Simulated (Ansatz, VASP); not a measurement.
**PbI2: VASP beside Ansatz**

```
Pb I
1.0
     4.46619    0.00000    0.00000
    -2.23310    3.86784    0.00000
     0.00000    0.00000    6.88759
Pb I
1 2
Direct
  0.00000 0.00000 0.00000
  0.33333 0.66667 0.27659
  0.66667 0.33333 0.72341
```

Change from the starting cell: hydrostatic strain -2.2%.

Alike in both runs: task single point; functional r2SCAN; k mesh 6 × 6 × 4; no spin polarisation.

|  | VASP | Ansatz |
| --- | --- | --- |
| version | VASP 6.6.1 | Ansatz 0.2.0 |
| potentials or method | VASP PAW PBE potentials, release 64 (Pb_d, I) | plane waves, PAW |
| plane-wave cutoff (eV) | 550 | 500 |
| occupations | gaussian, width 0.01 eV | fixed |
| valence electrons in the cell | 28 | 48 |

```csv
,VASP,Ansatz,Ansatz less VASP
gap on the k mesh at the Fermi level (eV),2.51,2.51,+0.001
pressure (GPa),2.0,2.0,+0.01
"traceless stress, the component that is largest in VASP (GPa)",-0.07,-0.07,+0.001
rms of the force components (eV/Å),0.001,0.004,+0.0024
```

VASP's potentials were made for PBE, not for r2SCAN. Atom by atom the forces differ by 0.002 eV/Å (rms over components). VASP's potentials hold 28 valence electrons a cell and Ansatz's 48, so a difference there can come from the potentials and not from the codes.

Spin-orbit coupling is off throughout.
